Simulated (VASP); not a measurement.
Here is a VASP 6.6.1 calculation.

Contents of POSCAR:

```
Sb
1.0
   -1.5765401831      1.5765401831      2.7119384313
    1.5765401831     -1.5765401831      2.7119384313
    1.5765401831      1.5765401831     -2.7119384313
Sb
1
Direct
    0.0000000000      0.0000000000      0.0000000000
```

File INCAR.step1:

```
SYSTEM = Sb
PREC = Accurate ; ENCUT = 520
EDIFF = 1E-5 ; ISMEAR = -1
SIGMA = 0.05 ; LREAL = .FALSE.
LASPH = .TRUE. ; NELM = 100
ALGO = Normal ; ISIF = 2
LWAVE = .TRUE. ; LCHARG = .FALSE.
NBANDS = 8 ; GGA = PE
```

The input INCAR.step2:

```
SYSTEM = Sb
PREC = Accurate ; ENCUT = 520
EDIFF = 1E-7 ; ISMEAR = -1
SIGMA = 0.05 ; LREAL = .FALSE.
LASPH = .TRUE. ; NELM = 100
ALGO = Normal ; ISIF = 2
LWAVE = .FALSE. ; LCHARG = .FALSE.
GGA = PE ; LHFCALC = .TRUE.
HFSCREEN = 0.2079 ; PRECFOCK = Normal
NBANDS = 8 ; ISTART = 1
```

File KPOINTS:

```
regular mesh
0
G
  8 8 8
  0 0 0
```

Potentials or basis: VASP PAW PBE potentials, release 64 (Sb).

Command:

```sh
$ cat potpaw_PBE.64/Sb/POTCAR > POTCAR
$ cp INCAR.step1 INCAR
$ mpirun -np 1 vasp_std > vasp.out
$ cp INCAR.step2 INCAR
$ mpirun -np 1 vasp_std > vasp.out
```

Q: Estimate the band gap on the k mesh.

A: Zero (an odd number of electrons rules out a gap without spin polarisation).

Q: What does it give for the pressure?

A: -1.5 GPa.

Stress tensor (GPa, compression positive):
```
-2.28  0.00  0.00
 0.00 -2.28  0.00
 0.00  0.00  0.14
```

Caveat: the PAW data sets were made with another functional, which shifts forces and pressure a little; spin-orbit coupling is left out, which moves the levels of the heavy elements.
